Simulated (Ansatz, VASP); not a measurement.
# CrO2 in VASP and in Ansatz

```xyz
3
Lattice="3.5828 0.0000 0.0000 0.0000 3.5828 0.0000 0.0000 0.0000 4.2062" Properties=species:S:1:pos:R:3 pbc="T T T"
Cr    0.0000    0.0000    0.0000
O     1.7914    0.0000    0.0000
O     0.0000    1.7914    0.0000
```

Change from the starting cell: ordered vacancies on the anion sites of rhenium trioxide (P4/mmm, No. 123).

Alike in both runs: task relaxation of cell and atoms; functional PBE; k mesh 14 × 14 × 12; occupations gaussian, width 0.1 eV; collinear spin.

|  | VASP | Ansatz |
| --- | --- | --- |
| version | VASP 6.6.1 | Ansatz 0.2.0 |
| potentials or method | VASP PAW PBE potentials, release 64 (Cr_pv, O), cutoff 600 eV | scalar-relativistic, plane waves, PAW |
| valence electrons in the cell | 24 | 26 |

|  | VASP | Ansatz | Ansatz less VASP |
| --- | --- | --- | --- |
| gap on the k mesh at the Fermi level, each at its own relaxed structure (eV) | none | none | - |
| net moment per atom (μB) | 0.67 | 0.67 | 0.000 |
| size of the moment on the site where the two differ most (μB) | 2.14 | 1.64 | -0.505 |
| relaxed volume (Å³/atom) | 18.04 | 20.74 | +2.696 |
| relaxed cell length with the largest relative difference (Å) | 4.207 | 4.843 | +0.6361 |

Site moments also hang on the region over which each program counts them. A gap of «none» marks a metal or a gap that the smearing closes. VASP's potentials hold 24 valence electrons a cell and Ansatz's 26, so a difference there can come from the potentials and not from the codes.
